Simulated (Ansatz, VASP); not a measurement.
# One calculation of BaS, two programs

```
Ba S
1.0
     4.36012    0.00000    0.00000
    -2.18006    3.77598    0.00000
     0.00000    0.00000    3.97485
Ba S
1 1
Cartesian
  0.0000 0.0800 0.0000
  2.1801 1.2587 1.9874
```

Alike in both runs: task single point; functional r2SCAN; k mesh 6 × 6 × 6; occupations gaussian, width 0.05 eV; no spin polarisation.

|  | VASP | Ansatz |
| --- | --- | --- |
| version | VASP 6.6.1 | Ansatz 0.2.0 |
| potentials or method | VASP PAW PBE potentials, release 64 (Ba_sv, S), cutoff 520 eV | scalar-relativistic, plane waves, PAW |
| valence electrons in the cell | 16 | 16 |

VASP gave:

| Quantity | Value |
| --- | --- |
| gap on the k mesh at the Fermi level (eV) | 2.33 |
| least direct gap on the mesh (eV) | 2.33 |
| pressure (GPa) | 0.7 |
| traceless stress, the component that is largest in VASP (GPa) | -0.56 |
| rms of the force components (eV/Å) | 0.115 |

Problem. What did Ansatz give for the same quantities?

Solution. gap on the k mesh at the Fermi level (eV): 2.40; least direct gap on the mesh (eV): 2.40; pressure (GPa): 0.1; traceless stress, the component that is largest in VASP (GPa): -0.44; rms of the force components (eV/Å): 0.105.

VASP's potentials were made for PBE, not for r2SCAN. Atom by atom the forces differ by 0.010 eV/Å (rms over components).

Spin-orbit coupling is off throughout.
